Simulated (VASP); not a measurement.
# MgB2 (P6/mmm) in VASP: single point with PBE

Aim: the single point of MgB2 with PBE.

Program: VASP 6.6.1. These are calculated values, not measurements. Logs are shortened: lines on timing, memory, paths and dates and some standing lists are left out, and cuts for length are marked.

### Step 1. The cell of the first run

The structure is hexagonal, space group P6/mmm (No. 191). Conventional cell: a = 3.085 Å, b = 3.085 Å, c = 3.523 Å, α = 90.00°, β = 90.00°, γ = 120.00°. Within 3.3 Å of Mg (site symmetry 6/mmm) lie 12 B at 2.51 Å and 6 Mg at 3.08 Å. Within 2.4 Å of B (site symmetry -6m2) lie 3 B at 1.78 Å.

### Step 2. Single point, PBE

Input file INCAR:

```
SYSTEM = MgB2
PREC = Accurate
ENCUT = 600
EDIFF = 1E-6
ISMEAR = -1
SIGMA = 0.15
LREAL = .FALSE.
LASPH = .TRUE.
NELM = 120
ALGO = Normal
ISIF = 2
LWAVE = .FALSE.
LCHARG = .TRUE.
GGA = PE
LELF = .TRUE.
LVHAR = .TRUE.
NBANDS = 11
GGA_COMPAT = .FALSE.
```

Input file KPOINTS:

```
regular mesh
0
G
  14 14 11
  0 0 0
```

Input file POSCAR:

```
MgB2
1.0
    3.0850000000      0.0000000000      0.0000000000
   -1.5425000000      2.6716880000      0.0000000000
    0.0000000000      0.0000000000      3.5230000000
Mg B
1 2
Direct
    0.0000000000      0.0000000000      0.0000000000
    0.3333333333      0.6666666667      0.5000000000
    0.6666666667      0.3333333333      0.5000000000
```

Potentials or basis: VASP PAW PBE potentials, release 64 (Mg, B).

Command:

```console
$ cat potpaw_PBE.64/Mg/POTCAR potpaw_PBE.64/B/POTCAR > POTCAR
$ mpirun -np 1 vasp_std > vasp.out
```

OUTCAR:

```text
SYSTEM = MgB2
   PREC = Accurate
   ENCUT = 600
   EDIFF = 1E-6
   ISMEAR = -1
   LREAL = .FALSE.
   LASPH = .TRUE.
   NELM = 120
   ISIF = 2
   GGA = PE

 ion  position               nearest neighbor table
   1  0.000  0.000  0.000-   2 2.51   2 2.51   3 2.51   3 2.51   2 2.51   3 2.51   2 2.51   3 2.51
                             3 2.51   3 2.51   2 2.51   2 2.51
   2  0.333  0.667  0.500-   3 1.78   3 1.78   3 1.78   1 2.51   1 2.51   1 2.51   1 2.51   1 2.51
                             1 2.51
   3  0.667  0.333  0.500-   2 1.78   2 1.78   2 1.78   1 2.51   1 2.51   1 2.51   1 2.51   1 2.51
                             1 2.51

  LATTYP: Found a hexagonal cell.
 ALAT       =     3.0850000000
 C/A-ratio  =     1.1419773096

  Lattice vectors:

 A1 = (   3.0850000000,   0.0000000000,   0.0000000000)
 A2 = (  -1.5425000000,   2.6716880000,   0.0000000000)
 A3 = (   0.0000000000,   0.0000000000,   3.5230000000)

Analysis of symmetry for initial positions (statically):
=====================================================================
 Subroutine PRICEL returns:
 Original cell was already a primitive cell.

 Routine SETGRP: Setting up the symmetry group for a
 hexagonal supercell.

 Subroutine GETGRP returns: Found 24 space group operations
 (whereof 24 operations were pure point group operations)
 out of a pool of 24 trial point group operations.

The static configuration has the point symmetry D_6h.

Analysis of symmetry for dynamics (positions and initial velocities):
=====================================================================
 Subroutine PRICEL returns:
 Original cell was already a primitive cell.

 Routine SETGRP: Setting up the symmetry group for a
 hexagonal supercell.

 Subroutine GETGRP returns: Found 24 space group operations
 (whereof 24 operations were pure point group operations)
 out of a pool of 24 trial point group operations.

The dynamic configuration has the point symmetry D_6h.

 Subroutine INISYM returns: Found 24 space group operations
 (whereof 24 operations are pure point group operations),
 and found     1 'primitive' translations

----------------------------------------------------------------------------------------

                                     Primitive cell

  volume of cell :      29.0371

  direct lattice vectors                    reciprocal lattice vectors
     3.085000000  0.000000000  0.000000000     0.324149109  0.187147601  0.000000000
    -1.542500000  2.671688000  0.000000000     0.000000000  0.374295202  0.000000000
     0.000000000  0.000000000  3.523000000     0.000000000  0.000000000  0.283848992

  length of vectors
     3.085000000  3.084999679  3.523000000     0.374295163  0.374295202  0.283848992

  position of ions in fractional coordinates (direct lattice)
     0.000000000  0.000000000  0.000000000
     0.333333333  0.666666667  0.500000000
     0.666666667  0.333333333  0.500000000

  ion indices of the primitive-cell ions
   primitive index   ion index
                 1           1
                 2           2
                 3           3

----------------------------------------------------------------------------------------

 KPOINTS: regular mesh

Automatic generation of k-mesh.
 Grid dimensions read from file:
 generate k-points for:   14   14   11

 Generating k-lattice:

  Cartesian coordinates                     Fractional coordinates (reciprocal lattice)
     0.023153508  0.013367686  0.000000000     0.071428571  0.000000000  0.000000000
     0.000000000  0.026735372  0.000000000     0.000000000  0.071428571  0.000000000
     0.000000000  0.000000000  0.025804454     0.000000000  0.000000000  0.090909091

  Length of vectors
     0.026735369  0.026735372  0.025804454

  Shift w.r.t. Gamma in fractional coordinates (k-lattice)
     0.000000000  0.000000000  0.000000000

 Subroutine IBZKPT returns following result:
 ===========================================

 Found    144 irreducible k-points:

 Following reciprocal coordinates:
            Coordinates               Weight
  0.000000  0.000000  0.000000      1.000000
  0.071429  0.000000  0.000000      6.000000
  0.142857  0.000000  0.000000      6.000000
  0.214286  0.000000  0.000000      6.000000
  0.285714  0.000000  0.000000      6.000000
  0.357143  0.000000  0.000000      6.000000
[... 16 lines left out ...]
  0.285714  0.285714  0.000000      6.000000
  0.357143  0.285714  0.000000      6.000000
 [... further k-points ...]
   k-points           NKPTS =    144   k-points in BZ     NKDIM =    144   number of bands    NBANDS=     11
   number of dos      NEDOS =    301   number of ions     NIONS =      3
   total plane-waves  NPLWV =  21952
   dimension x,y,z NGX =    28 NGY =   28 NGZ =   28
   dimension x,y,z NGXF=    56 NGYF=   56 NGZF=   56
   ions per type =               1   2
   NGX,Y,Z   is equivalent  to a cutoff of  15.09, 15.09, 13.21 a.u.
   NGXF,Y,Z  is equivalent  to a cutoff of  30.18, 30.18, 26.43 a.u.
 SYSTEM =  MgB2
   PREC   = accura    normal or accurate (medium, high low for compatibility)
   ISTART =      0    job   : 0-new  1-cont  2-samecut
   ICHARG =      2    charge: 1-file 2-atom 10-const
   ISPIN  =      1    spin polarized calculation?
   LNONCOLLINEAR =      F non collinear calculations
   LSORBIT =      F    spin-orbit coupling
   LASPH  =      T    aspherical Exc in radial PAW
   ENCUT  =  600.0 eV  44.10 Ry    6.64 a.u.   6.16  6.16  7.04*2*pi/ulx,y,z
   NELM   =    120;   NELMIN=  2; NELMDL= -5     # of ELM steps
   EDIFF  = 0.1E-05   stopping-criterion for ELM
   LREAL  =      F    real-space projection
   EDIFFG = 0.1E-04   stopping-criterion for IOM
   NSW    =      0    number of steps for IOM
   IBRION =     -1    ionic relax: 0-MD 1-quasi-New 2-CG
   NFREE  =      0    steps in history (QN), initial steepest desc. (CG)
   ISIF   =      2    stress and relaxation
   ISYM   =      2    0-nonsym 1-usesym 2-fastsym
   POTIM  = 0.5000    time-step for ionic-motion
   TEBEG  =    0.0;   TEEND  =   0.0 temperature during run
   PSTRESS=    0.0 pullay stress
   NELECT =       8.0000    total number of electrons
   NUPDOWN=      -1.0000    fix difference up-down
   EMIN   =  10.00;   EMAX   =-10.00  energy-range for DOS
   EFERMI =   0.00;   METHOD = LEGACY
   ISMEAR =    -1;   SIGMA  =   0.15  broadening in eV -4-tet -1-fermi 0-gaus
   EFERMI_NEDOS =   21; number of points for ismear=-14 and -15
   IALGO  =     38    algorithm
   IMIX   =      4    mixing-type and parameters
     AMIX     =   0.40;   BMIX     =  1.00
     AMIX_MAG =   1.60;   BMIX_MAG =  1.00
  volume/ion in A,a.u.               =       9.68        65.32
  Fermi-wavevector in a.u.,A,eV,Ry     =   1.065255  2.013040 15.439463  1.134769
  Thomas-Fermi vector in A             =   2.200801
   LORBIT       =      0    0 simple, 1 ext, 2 COOP (PROOUT), +10 PAW based schemes
   GGA     = PE    functional components
   LHFCALC =     F    Hartree Fock is set to
   AEXX    =    0.0000 exact exchange contribution
   IVDW    =     0    specifies the selected vdW correction
   LEPSILON=     F    determine dielectric tensor
   LRPA    =     F    only Hartree local field effects (RPA)
 non-spin polarized calculation
  energy-cutoff  :      600.00
  volume of cell :       29.04
 maximum number of plane-waves:       986
 NGX is ok and might be reduce to    28
   NGX = 13   NGY = 13   NGZ = 15

 number of electron       8.0000000 magnetization

 Free energy of the ion-electron system (eV)
  ---------------------------------------------------
  ext. energy  EPLUGINS =         0.00000000
  ---------------------------------------------------
  free energy    TOTEN  =       -15.34970829 eV

  energy without entropy =      -15.29878482  energy(sigma->0) =      -15.32424655

 E-fermi :   5.2544     XC(G=0): -10.9115

 val. band max:        5.2383983353   @ k =   0.1429   0.0000   0.4545
 cond. band min:       5.2545791497   @ k =   0.0714   0.0714   0.3636
 fundamental gap:      0.0161808143
 Fermi energy:         5.2543562134

 k-point     1 :       0.0000    0.0000    0.0000
  band No.  band energies     occupation
      1      -7.1546      2.00000
      2       2.3269      2.00000
      3       5.6165      0.16418
      4       5.6165      0.16418
      5       6.9181      0.00003
      6      11.5564      0.00000
      7      11.5564      0.00000
      8      13.3341      0.00000
      9      15.1887      0.00000
     10      17.9107      0.00000
     11      21.4071      0.00000

 k-point     2 :       0.0714    0.0000    0.0000
  band No.  band energies     occupation
      1      -7.0661      2.00000
      2       2.4134      2.00000
      3       5.1578      1.31130
      4       5.4030      0.54157
      5       6.9969      0.00002
      6      11.4983      0.00000
      7      11.9489      0.00000
      8      13.5332      0.00000
      9      14.8722      0.00000
     10      18.3602      0.00000
     11      20.9571      0.00000

 k-point     3 :       0.1429    0.0000    0.0000
  band No.  band energies     occupation
      1      -6.8012      2.00000
      2       2.6715      2.00000
      3       4.0298      1.99943
      4       4.9003      1.82754
      5       7.2411      0.00000
      6      11.2092      0.00000
      7      12.9827      0.00000
      8      14.0018      0.00000
      9      14.0773      0.00000
     10      19.5250      0.00000
     11      20.0860      0.00000

 k-point     4 :       0.2143    0.0000    0.0000
  band No.  band energies     occupation
      1      -6.3623      2.00000
      2       2.6142      2.00000
      3       3.0961      2.00000
      4       4.3255      1.99592
      5       7.6395      0.00000
      6      10.7880      0.00000
      7      12.7660      0.00000
      8      14.4201      0.00000
      9      14.5149      0.00000
     10      19.4652      0.00000
     11      19.6280      0.00000

 k-point     5 :       0.2857    0.0000    0.0000
  band No.  band energies     occupation
      1      -5.7535      2.00000
      2       1.1328      2.00000
      3       3.6751      1.99995
      4       3.8095      1.99987
      5       8.1564      0.00000
      6      10.4106      0.00000
      7      11.3748      0.00000
      8      14.3470      0.00000
      9      16.0778      0.00000
     10      18.7976      0.00000
     11      19.5964      0.00000
[... 211 lines left out ...]
 k-point    21 :       0.2857    0.2143    0.0000
  band No.  band energies     occupation
      1      -3.9805      2.00000
      2      -0.6342      2.00000
      3       0.9000      2.00000
      4       5.3077      0.82393
      5       8.9374      0.00000
      6       9.9688      0.00000
      7      12.0875      0.00000
      8      13.4855      0.00000
      9      15.0607      0.00000
     10      16.7145      0.00000
     11      17.5404      0.00000

 k-point    22 :       0.3571    0.2143    0.0000
  band No.  band energies     occupation
      1      -3.0500      2.00000
      2      -1.7468      2.00000
      3       0.6526      2.00000
      4       5.9971      0.01404
      5       8.0822      0.00000
      6      10.7199      0.00000
      7      11.5255      0.00000
      8      13.4894      0.00000
      9      14.6972      0.00000
     10      16.9714      0.00000
     11      18.3412      0.00000

 k-point    23 :       0.2857    0.2857    0.0000
  band No.  band energies     occupation
      1      -3.1048      2.00000
      2      -1.1844      2.00000
      3      -0.0348      2.00000
      4       6.0752      0.00837
      5       8.0681      0.00000
      6      10.7005      0.00000
      7      11.9126      0.00000
      8      14.0354      0.00000
      9      14.3752      0.00000
     10      16.9179      0.00000
     11      17.2715      0.00000

 k-point    24 :       0.3571    0.2857    0.0000
  band No.  band energies     occupation
      1      -2.3426      2.00000
      2      -1.8522      2.00000
      3      -0.3384      2.00000
      4       6.6411      0.00019
      5       7.4683      0.00000
      6      11.2206      0.00000
      7      11.5606      0.00000
      8      14.1443      0.00000
      9      14.1724      0.00000
     10      17.0373      0.00000
     11      18.0833      0.00000

 [... further k-points ...]
[... 5 lines left out ...]
  --------------------------------------------------------------------------------------
  -------------------------------------------------------------------------------------
  Total       -0.2948032     -0.2948031     -0.0862267     -0.0000000      0.0000000     -0.0000000
  in kB      -16.2663144    -16.2663099     -4.7577218     -0.0000000      0.0000000     -0.0000000
  external PRESSURE =     -12.4301154 kB  Pullay stress =       0.0000000 kB

 VOLUME and BASIS-vectors are now :
 -----------------------------------------------------------------------------
  energy-cutoff  :      600.00
  volume of cell :       29.04
      direct lattice vectors                 reciprocal lattice vectors
     3.085000000  0.000000000  0.000000000     0.324149109  0.187147601  0.000000000
    -1.542500000  2.671688000  0.000000000     0.000000000  0.374295202  0.000000000
     0.000000000  0.000000000  3.523000000     0.000000000  0.000000000  0.283848992

 POSITION                                       TOTAL-FORCE (eV/Angst)
 -----------------------------------------------------------------------------------
      0.00000      0.00000      0.00000        -0.000000      0.000000      0.000000
     -0.00000      1.78113      1.76150         0.000000     -0.000000     -0.000000
      1.54250      0.89056      1.76150        -0.000000      0.000000      0.000000
 -----------------------------------------------------------------------------------
    total drift:                                0.000000      0.000000     -0.000000

  FREE ENERGIE OF THE ION-ELECTRON SYSTEM (eV)
  ---------------------------------------------------
  free  energy   TOTEN  =       -15.3497082907 eV

  energy  without entropy=      -15.2987848172  energy(sigma->0) =      -15.32424655
```

Wall time 22 s (1 thread of Intel Xeon 6975P-C (Granite Rapids), shared host); peak memory 0.2 GiB.

Results:

| Item | Value |
| --- | --- |
| Free energy | -15.3497 eV |
| Pressure | -1.2 GPa |
| Band gap on the k mesh | zero (bands 4 and 5 overlap by 2.95 eV) |

Stress tensor (GPa, compression positive):
```
-1.63  0.00  0.00
 0.00 -1.63  0.00
 0.00  0.00 -0.48
```

Levels at points of the mesh, in eV from the Fermi level:
| k point | band 1 | band 2 | band 3 | band 4 | band 5 | band 6 | band 7 | band 8 |
| --- | --- | --- | --- | --- | --- | --- | --- | --- |
| (0.00, 0.00, 0.00) | -12.41 | -2.93 | 0.36 | 0.36 | 1.66 | 6.30 | 6.30 | 8.08 |
| (0.50, 0.00, 0.00) | -8.53 | -7.82 | -2.17 | 0.22 | 3.08 | 3.88 | 5.33 | 7.10 |
